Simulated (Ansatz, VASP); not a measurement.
Two plane-wave programs on CdHg3Se4

```
Cd Hg Se
1.0
     4.41986    0.00000    0.00000
     0.00000    4.41986    0.00000
     0.00000    0.00000   12.46480
Cd Hg Se
1 3 4
Direct
  0.50000 0.50000 0.50000
  0.00000 0.00000 0.74858
  0.50000 0.50000 0.00000
  0.00000 0.00000 0.25142
  0.50000 0.00000 0.87429
  0.00000 0.50000 0.12571
  0.50000 0.00000 0.37735
  0.00000 0.50000 0.62265
```

Alike in both runs: functional PBE; k mesh 8 × 8 × 4; occupations gaussian, width 0.1 eV; no spin polarisation.

Ansatz relaxed the structure, and its values are those at the end. VASP's run is a single point on that final structure, the one shown.

|  | VASP | Ansatz |
| --- | --- | --- |
| version | VASP 6.6.1 | Ansatz 0.2.0 |
| potentials or method | VASP PAW PBE potentials, release 64 (Cd, Hg, Se), cutoff 520 eV | scalar-relativistic, plane waves, PAW |
| valence electrons in the cell | 72 | 144 |

Ansatz gave:

- gap on the k mesh at the Fermi level (eV): none
- pressure (GPa): 0.0

Question: Estimate VASP's values.

Answer: gap on the k mesh at the Fermi level (eV): none; pressure (GPa): 0.2.

A gap of «none» marks a metal or a gap that the smearing closes. VASP's potentials hold 72 valence electrons a cell and Ansatz's 144, so a difference there can come from the potentials and not from the codes.

Neither program's run includes spin-orbit coupling.
